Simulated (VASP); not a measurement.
## Re: single point with PBEsol

The system is Re.

```xyz
1
Lattice="0.0000 1.9007 1.9007 1.9007 0.0000 1.9007 1.9007 1.9007 0.0000" Properties=species:S:1:pos:R:3 pbc="T T T"
Re    0.0000    0.0000    0.0000
```

This isn't the form of Re at room conditions, which is hcp.

```
Program                : VASP 6.6.1
Task                   : single point
Functional             : PBEsol
Potentials or basis    : VASP PAW PBE potentials, release 64 (Re)
Cutoff                 : 520 eV
k mesh                 : 18 × 18 × 18
Occupations            : gaussian, width 0.1 eV
Spin                   : no spin polarisation
Dipole correction      : no
Further INCAR settings : ALGO = Fast; EDIFF = 1e-06; NBANDS = 10
```

* Pressure: 28.2 GPa
* Band gap on the k mesh: zero (an odd number of electrons rules out a gap without spin polarisation)

Levels at points of the mesh, in eV from the Fermi level:
```
           k point  band 1  band 2  band 3  band 4  band 5  band 6  band 7  band 8  band 9
(0.00, 0.00, 0.00)  -10.66   -2.13   -2.13   -2.13    1.41    1.41   14.00   20.04   20.04
(0.50, 0.00, 0.00)   -7.44   -2.38   -2.38    0.36    4.27    4.27   11.03   13.50   20.97
(0.50, 0.50, 0.00)   -7.51   -6.57    3.15    4.22    5.12    5.12   12.87   12.87   14.36
```

Wall time 59 s on 1 thread of Intel Xeon 8259CL, on a shared host, peak memory 0.15 GiB.

Caveat: the cell stands under pressure; the PAW data sets were made with another functional, which shifts forces and pressure a little; spin-orbit coupling is left out, which moves the levels of the heavy elements.
